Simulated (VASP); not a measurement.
Input of a VASP 6.6.1 run:

INCAR

```
SYSTEM = SnO2
PREC = Accurate
ENCUT = 520
EDIFF = 1E-6
ISMEAR = 0
SIGMA = 0.02
LREAL = .FALSE.
LASPH = .TRUE.
NELM = 60
ALGO = Normal
ISIF = 2
LWAVE = .FALSE.
LCHARG = .FALSE.
GGA = CA
NBANDS = 64
LUSENCCL = .FALSE.
```

Contents of KPOINTS:

```
regular mesh
0
G
  6 6 6
  0 0 0
```

Contents of POSCAR:

```
SnO2
1.0
    4.7034523208      0.0000000000      0.0000000000
    0.0000000000      5.6951729271      0.0000000000
    0.0000000000      0.0000000000      5.2043295035
Sn O
4 8
Direct
    0.5000000000      0.6673206304      0.7500000000
    0.0000000000      0.8326793696      0.2500000000
    0.5000000000      0.3326793696      0.2500000000
    0.0000000000      0.1673206304      0.7500000000
    0.7310207142      0.6049099314      0.0776301508
    0.2310207142      0.8950900686      0.9223698492
    0.7689792858      0.8950900686      0.5776301508
    0.2689792858      0.6049099314      0.4223698492
    0.7310207142      0.3950900686      0.5776301508
    0.2310207142      0.1049099314      0.4223698492
    0.7689792858      0.1049099314      0.0776301508
    0.2689792858      0.3950900686      0.9223698492
```

Potentials or basis: VASP PAW LDA potentials, release 64 (Sn_d, O).

Launch:

```sh
$ cat potpaw_LDA.64/Sn_d/POTCAR potpaw_LDA.64/O/POTCAR > POTCAR
$ mpirun -np 1 vasp_std > vasp.out
```

(1) Predict the largest force.

(2) Estimate the band gap on the k mesh.

(3) Predict the pressure.

Answers

(1) 0.019 eV/Å.

(2) 1.54 eV, direct.

(3) 1.1 GPa.

Caveat: spin-orbit coupling is left out, which moves the levels of the heavy elements.
